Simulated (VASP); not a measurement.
# Ru3S (Pm-3m) in VASP: a series of runs

Ru3S is run at these levels: PBE; tasks: relaxation of cell and atoms.

Everything below comes from runs of VASP 6.6.1. Logs are shortened: lines on timing, memory, paths and dates and some standing lists are left out, and cuts for length are marked.

## Step 1: The cell of the first run

It takes space group Pm-3m (No. 221, cubic). The conventional cell has a = 3.884 Å, b = 3.884 Å, c = 3.884 Å, α = 90.00°, β = 90.00°, γ = 90.00°. Within 3.6 Å of Ru (site symmetry 4/mmm) lie 8 Ru at 2.75 Å and 4 S at 2.75 Å. Within 3.6 Å of S (site symmetry m-3m) lie 12 Ru at 2.75 Å.

## Step 2: Relaxation of cell and atoms, PBE, collinear spin, ferromagnetic start

INCAR reads:

```
SYSTEM = Ru3S
  PREC = Accurate
  ENCUT = 600
  EDIFF = 1E-6
  ISMEAR = 0
  SIGMA = 0.1
  LREAL = .FALSE.
  LASPH = .TRUE.
  NELM = 150
  ALGO = Fast
  ISIF = 3
  LWAVE = .FALSE.
  LCHARG = .FALSE.
  ISPIN = 2
  MAGMOM = 0.21 0.21 0.21 0
  LORBIT = 11
  LMAXMIX = 4
  GGA = PE
  IBRION = 2
  NSW = 90
  EDIFFG = -0.04
```

KPOINTS reads:

```
regular mesh
0
G
  4 4 4
  0 0 0
```

POSCAR reads:

```
Ru3S
1.0
    3.8839316487      0.0000000000      0.0000000000
    0.0000000000      3.8839316487      0.0000000000
    0.0000000000      0.0000000000      3.8839316487
Ru S
3 1
Direct
    0.0000000000      0.5000000000      0.5000000000
    0.5000000000      0.0000000000      0.5000000000
    0.5000000000      0.5000000000      0.0000000000
    0.0000000000      0.0000000000      0.0000000000
```

Potentials or basis: VASP PAW PBE potentials, release 64 (Ru_pv, S).

Launch:

```console
cat potpaw_PBE.64/Ru_pv/POTCAR potpaw_PBE.64/S/POTCAR > POTCAR
mpirun -np 1 vasp_std > vasp.out
```

OUTCAR:

```text
SYSTEM = Ru3S
   PREC = Accurate
   ENCUT = 600
   EDIFF = 1E-6
   ISMEAR = 0
   LREAL = .FALSE.
   LASPH = .TRUE.
   NELM = 150
   ISIF = 3
   ISPIN = 2
   LORBIT = 11
   GGA = PE
   IBRION = 2
   NSW = 90
   EDIFFG = -0.04

 ion  position               nearest neighbor table
   1  0.000  0.500  0.500-   2 2.75   3 2.75   4 2.75   3 2.75   4 2.75   2 2.75   4 2.75   4 2.75
                             2 2.75   3 2.75   3 2.75   2 2.75
   2  0.500  0.000  0.500-   1 2.75   3 2.75   4 2.75   3 2.75   4 2.75   1 2.75   3 2.75   3 2.75
                             1 2.75   4 2.75   4 2.75   1 2.75
   3  0.500  0.500  0.000-   1 2.75   2 2.75   4 2.75   1 2.75   2 2.75   2 2.75   4 2.75   2 2.75
                             1 2.75   4 2.75   1 2.75   4 2.75
   4  0.000  0.000  0.000-   1 2.75   2 2.75   3 2.75   1 2.75   2 2.75   1 2.75   3 2.75   1 2.75
                             2 2.75   3 2.75   2 2.75   3 2.75

  LATTYP: Found a simple cubic cell.
 ALAT       =     3.8839316487

  Lattice vectors:

 A1 = (   3.8839316487,   0.0000000000,   0.0000000000)
 A2 = (   0.0000000000,   3.8839316487,   0.0000000000)
 A3 = (   0.0000000000,   0.0000000000,   3.8839316487)

Analysis of symmetry for initial positions (statically):
=====================================================================
 Subroutine PRICEL returns:
 Original cell was already a primitive cell.

 Routine SETGRP: Setting up the symmetry group for a
 simple cubic supercell.

 Subroutine GETGRP returns: Found 48 space group operations
 (whereof 48 operations were pure point group operations)
 out of a pool of 48 trial point group operations.

The static configuration has the point symmetry O_h .

Analysis of symmetry for dynamics (positions and initial velocities):
=====================================================================
 Subroutine PRICEL returns:
 Original cell was already a primitive cell.

 Routine SETGRP: Setting up the symmetry group for a
 simple cubic supercell.

 Subroutine GETGRP returns: Found 48 space group operations
 (whereof 48 operations were pure point group operations)
 out of a pool of 48 trial point group operations.

The dynamic configuration has the point symmetry O_h .

Analysis of structural, dynamic, and magnetic symmetry:
=====================================================================
 Subroutine PRICEL returns:
 Original cell was already a primitive cell.

 Routine SETGRP: Setting up the symmetry group for a
 simple cubic supercell.

 Subroutine GETGRP returns: Found 48 space group operations
 (whereof 48 operations were pure point group operations)
 out of a pool of 48 trial point group operations.

The overall configuration has the point symmetry O_h .

 Subroutine INISYM returns: Found 48 space group operations
 (whereof 48 operations are pure point group operations),
 and found     1 'primitive' translations

----------------------------------------------------------------------------------------

                                     Primitive cell

  volume of cell :      58.5888

  direct lattice vectors                    reciprocal lattice vectors
     3.883931649  0.000000000  0.000000000     0.257471060  0.000000000  0.000000000
     0.000000000  3.883931649  0.000000000     0.000000000  0.257471060  0.000000000
     0.000000000  0.000000000  3.883931649     0.000000000  0.000000000  0.257471060

  length of vectors
     3.883931649  3.883931649  3.883931649     0.257471060  0.257471060  0.257471060

  position of ions in fractional coordinates (direct lattice)
     0.000000000  0.500000000  0.500000000
     0.500000000  0.000000000  0.500000000
     0.500000000  0.500000000  0.000000000
     0.000000000  0.000000000  0.000000000

  ion indices of the primitive-cell ions
   primitive index   ion index
                 1           1
                 2           2
                 3           3
                 4           4

----------------------------------------------------------------------------------------

 KPOINTS: regular mesh

Automatic generation of k-mesh.
 Grid dimensions read from file:
 generate k-points for:    4    4    4

 Generating k-lattice:

  Cartesian coordinates                     Fractional coordinates (reciprocal lattice)
     0.064367765  0.000000000  0.000000000     0.250000000  0.000000000  0.000000000
     0.000000000  0.064367765  0.000000000     0.000000000  0.250000000  0.000000000
     0.000000000  0.000000000  0.064367765     0.000000000  0.000000000  0.250000000

  Length of vectors
     0.064367765  0.064367765  0.064367765

  Shift w.r.t. Gamma in fractional coordinates (k-lattice)
     0.000000000  0.000000000  0.000000000

 Subroutine IBZKPT returns following result:
 ===========================================

 Found     10 irreducible k-points:

 Following reciprocal coordinates:
            Coordinates               Weight
  0.000000  0.000000  0.000000      1.000000
  0.250000  0.000000  0.000000      6.000000
  0.500000  0.000000  0.000000      3.000000
  0.250000  0.250000  0.000000     12.000000
  0.500000  0.250000  0.000000     12.000000
  0.500000  0.500000  0.000000      3.000000
  0.250000  0.250000  0.250000      8.000000
  0.500000  0.250000  0.250000     12.000000
  0.500000  0.500000  0.250000      6.000000
  0.500000  0.500000  0.500000      1.000000
   k-points           NKPTS =     10   k-points in BZ     NKDIM =     10   number of bands    NBANDS=     28
   number of dos      NEDOS =    301   number of ions     NIONS =      4
   total plane-waves  NPLWV =  32768
   dimension x,y,z NGX =    32 NGY =   32 NGZ =   32
   dimension x,y,z NGXF=    64 NGYF=   64 NGZF=   64
   ions per type =               3   1
   NGX,Y,Z   is equivalent  to a cutoff of  13.70, 13.70, 13.70 a.u.
   NGXF,Y,Z  is equivalent  to a cutoff of  27.39, 27.39, 27.39 a.u.
 SYSTEM =  Ru3S
   PREC   = accura    normal or accurate (medium, high low for compatibility)
   ISTART =      0    job   : 0-new  1-cont  2-samecut
   ICHARG =      2    charge: 1-file 2-atom 10-const
   ISPIN  =      2    spin polarized calculation?
   LNONCOLLINEAR =      F non collinear calculations
   LSORBIT =      F    spin-orbit coupling
   LASPH  =      T    aspherical Exc in radial PAW
   ENCUT  =  600.0 eV  44.10 Ry    6.64 a.u.   7.76  7.76  7.76*2*pi/ulx,y,z
   NELM   =    150;   NELMIN=  2; NELMDL= -5     # of ELM steps
   EDIFF  = 0.1E-05   stopping-criterion for ELM
   LREAL  =      F    real-space projection
   EDIFFG = -.4E-01   stopping-criterion for IOM
   NSW    =     90    number of steps for IOM
   IBRION =      2    ionic relax: 0-MD 1-quasi-New 2-CG
   NFREE  =      1    steps in history (QN), initial steepest desc. (CG)
   ISIF   =      3    stress and relaxation
   ISYM   =      2    0-nonsym 1-usesym 2-fastsym
   POTIM  = 0.5000    time-step for ionic-motion
   TEBEG  =    0.0;   TEEND  =   0.0 temperature during run
   PSTRESS=    0.0 pullay stress
   NELECT =      48.0000    total number of electrons
   NUPDOWN=      -1.0000    fix difference up-down
   EMIN   =  10.00;   EMAX   =-10.00  energy-range for DOS
   EFERMI =   0.00;   METHOD = LEGACY
   ISMEAR =     0;   SIGMA  =   0.10  broadening in eV -4-tet -1-fermi 0-gaus
   EFERMI_NEDOS =   21; number of points for ismear=-14 and -15
   IALGO  =     68    algorithm
   IMIX   =      4    mixing-type and parameters
     AMIX     =   0.40;   BMIX     =  1.00
     AMIX_MAG =   1.60;   BMIX_MAG =  1.00
  volume/ion in A,a.u.               =      14.65        98.84
  Fermi-wavevector in a.u.,A,eV,Ry     =   1.531853  2.894782 31.927059  2.346573
  Thomas-Fermi vector in A             =   2.639140
   LORBIT       =     11    0 simple, 1 ext, 2 COOP (PROOUT), +10 PAW based schemes
   GGA     = PE    functional components
   LHFCALC =     F    Hartree Fock is set to
   AEXX    =    0.0000 exact exchange contribution
   IVDW    =     0    specifies the selected vdW correction
   LEPSILON=     F    determine dielectric tensor
   LRPA    =     F    only Hartree local field effects (RPA)
 conjugate gradient relaxation of ions
 spin polarized calculation
 RMM-DIIS sequential band-by-band and
 Gauss-broadening in eV      SIGMA  =   0.10
  energy-cutoff  :      600.00
  volume of cell :       58.59
 maximum number of plane-waves:      1972
 NGX is ok and might be reduce to    32
   NGX = 15   NGY = 15   NGZ = 15

--------------------------------------- Ionic step        1  -------------------------------------------

 number of electron      48.0000012 magnetization       0.0001825

 Free energy of the ion-electron system (eV)
  ---------------------------------------------------
  ext. energy  EPLUGINS =         0.00000000
  ---------------------------------------------------
  free energy    TOTEN  =       -29.15109349 eV

  energy without entropy =      -29.13149791  energy(sigma->0) =      -29.14129570

------------------------ aborting loop because EDIFF is reached ----------------------------------------

  FORCE on cell =-STRESS in cart. coord.  units (eV):
  Direction    XX          YY          ZZ          XY          YZ          ZX
  --------------------------------------------------------------------------------------
  -------------------------------------------------------------------------------------
  Total       -4.7120979     -4.7120979     -4.7120979     -0.0000000      0.0000000      0.0000000
  in kB     -128.8576345   -128.8576345   -128.8576345     -0.0000000      0.0000000      0.0000000
  external PRESSURE =    -128.8576345 kB  Pullay stress =       0.0000000 kB
[... 105 lines left out ...]
--------------------------------------- Ionic step        4  -------------------------------------------

 number of electron      48.0000001 magnetization      -0.0000003

 number of electron      48.0000001 magnetization       0.0000003

 Free energy of the ion-electron system (eV)
  ---------------------------------------------------
  ext. energy  EPLUGINS =         0.00000000
  ---------------------------------------------------
  free energy    TOTEN  =       -29.31457066 eV

  energy without entropy =      -29.29588341  energy(sigma->0) =      -29.30522704

 E-fermi :  12.1987     XC(G=0): -13.4743

 val. band max:       12.1444235337   @ k =   0.2500   0.0000   0.0000
 cond. band min:      12.3125783180   @ k =   0.5000   0.5000   0.0000
 fundamental gap:      0.1681547842
 Fermi energy:        12.1987254875

 spin component 1

 k-point     1 :       0.0000    0.0000    0.0000
  band No.  band energies     occupation
      1     -30.7252      1.00000
      2     -30.7252      1.00000
      3     -30.7252      1.00000
      4     -30.2299      1.00000
      5     -30.2299      1.00000
      6     -30.2299      1.00000
[... 299 lines left out ...]
     27      14.1365      0.00000
     28      14.1365      0.00000
 Fermi energy:        12.1987254875

 spin component 2

 k-point     1 :       0.0000    0.0000    0.0000
  band No.  band energies     occupation
      1     -30.7252      1.00000
      2     -30.7252      1.00000
      3     -30.7252      1.00000
      4     -30.2299      1.00000
      5     -30.2299      1.00000
      6     -30.2299      1.00000
[... 330 lines left out ...]
  FREE ENERGIE OF THE ION-ELECTRON SYSTEM (eV)
  ---------------------------------------------------
  free  energy   TOTEN  =       -29.3145706640 eV

  energy  without entropy=      -29.2958834111  energy(sigma->0) =      -29.30522704

 reached required accuracy - stopping structural energy minimisation

 total charge

# of ion       s       p       d       tot
------------------------------------------
    1        0.325   6.219   6.118  12.663
    2        0.325   6.219   6.118  12.663
    3        0.325   6.219   6.118  12.663
    4        1.388   2.053   0.000   3.441
--------------------------------------------------
tot          2.364  20.712  18.355  41.430

 magnetization (x)

# of ion       s       p       d       tot
------------------------------------------
    1       -0.000  -0.000   0.000   0.000
    2       -0.000  -0.000   0.000   0.000
    3       -0.000  -0.000   0.000   0.000
    4       -0.000  -0.000   0.000  -0.000
--------------------------------------------------
tot         -0.000  -0.000   0.000   0.000
```

Wall time 3.2 min (1 thread of Oxide Virtual Turin-like, shared host); peak memory 0.19 GiB.

What came out:

```yaml
Free_energy: -29.3146 eV
Relaxed_volume: 13.70 Å³/atom
Relaxed_cell: a = 3.798 Å, b = 3.798 Å, c = 3.798 Å, α = 90.00°, β = 90.00°, γ = 90.00°
Space_group_after_relaxing_to_0.1_Å: Pm-3m (No. 221)
Energy_gained_by_relaxing: 40.9 meV/atom
Ionic_steps: 4
Pressure_after_relaxing: 0.0 GPa
Band_gap_on_the_k_mesh: zero (filled and empty bands overlap)
Net_moment: 0.00 μB per cell
Valence_electrons_inside_the_program's_atomic_spheres: Ru 12.66; S 3.44
```

The path:
```csv
step,energy change (eV),largest force (eV/Å),pressure (GPa),volume (Å³)
1,0.0000,0.0000,-12.89,58.59
2,0.3393,0.0000,31.47,49.16
3,-0.1632,0.0000,-0.57,54.92
4,-0.1635,0.0000,-0.04,54.80
```

Final structure:
```
Ru S
1.0
     3.79839    0.00000    0.00000
     0.00000    3.79839    0.00000
     0.00000    0.00000    3.79839
Ru S
3 1
Cartesian
  0.0000 1.8992 1.8992
  1.8992 0.0000 1.8992
  1.8992 1.8992 0.0000
  0.0000 0.0000 0.0000
```

Caveat: the k points lie up to 0.41 Å⁻¹ apart in the final cell, too coarse for converged energies and pressures of a metal.

## Step 3: Relaxation of cell and atoms, PBE

This run uses another cell than the first one, of 13.69 Å³/atom.

INCAR reads:

```
PREC = Accurate ; ENCUT = 600
EDIFF = 1E-6 ; ISMEAR = 0
SIGMA = 0.1 ; LREAL = F
LASPH = T ; NELM = 80
ALGO = Fast ; ISIF = 3
LWAVE = F ; LCHARG = F
GGA = PE ; IBRION = 2
NSW = 100 ; EDIFFG = -0.01
```

KPOINTS reads:

```
regular mesh
0
Gamma
  12 12 12
```

POSCAR reads:

```
Ru3S
1.0
    3.7977746800      0.0000000000      0.0000000000
    0.0000000000      3.7977746800      0.0000000000
    0.0000000000      0.0000000000      3.7977746800
Ru S
3 1
Direct
    0.0000000000      0.5000000000      0.5000000000
    0.5000000000      0.0000000000      0.5000000000
    0.5000000000      0.5000000000      0.0000000000
    0.0000000000      0.0000000000      0.0000000000
```

Potentials or basis: VASP PAW PBE potentials, release 64 (Ru_pv, S).

Launch:

```console
cat potpaw_PBE.64/Ru_pv/POTCAR potpaw_PBE.64/S/POTCAR > POTCAR
mpirun -np 1 vasp_std > vasp.out
```

It took 6.5 min on 1 thread of Oxide Virtual Turin-like, shared host; peak memory 0.23 GiB.

The run converged. Its results:

* Free energy: -29.3682 eV
* Relaxed volume: 13.70 Å³/atom
* Relaxed cell: a = 3.799 Å, b = 3.799 Å, c = 3.799 Å, α = 90.00°, β = 90.00°, γ = 90.00°
* Space group after relaxing (to 0.1 Å): Pm-3m (No. 221)
* Energy gained by relaxing: 0.0 meV/atom
* Ionic steps: 3
* Pressure after relaxing: 0.0 GPa
* Band gap on the k mesh: zero (bands 24 and 25 overlap by 1.05 eV)

Final structure:
```
Ru S
1.0
     3.79852    0.00000    0.00000
     0.00000    3.79852    0.00000
     0.00000    0.00000    3.79852
Ru S
3 1
Direct
  0.00000 0.50000 0.50000
  0.50000 0.00000 0.50000
  0.50000 0.50000 0.00000
  0.00000 0.00000 0.00000
```

Levels at points of the mesh, in eV from the Fermi level:
| k point | band 21 | band 22 | band 23 | band 24 | band 25 | band 26 | band 27 | band 28 |
| --- | --- | --- | --- | --- | --- | --- | --- | --- |
| (0.00, 0.00, 0.00) | -1.04 | -1.04 | -0.59 | 0.68 | 0.68 | 1.90 | 2.40 | 2.40 |
| (0.50, 0.00, 0.00) | -1.27 | -1.14 | -1.14 | -0.26 | 0.85 | 0.89 | 1.61 | 1.61 |
| (0.50, 0.50, 0.00) | -1.20 | -1.06 | -0.81 | -0.70 | -0.14 | 0.10 | 1.83 | 1.83 |
| (0.50, 0.50, 0.50) | -1.21 | -1.21 | -1.21 | -0.27 | -0.27 | 0.98 | 1.91 | 1.91 |

The gap in the log of VASP goes by the Fermi energy; the results here count the filled bands.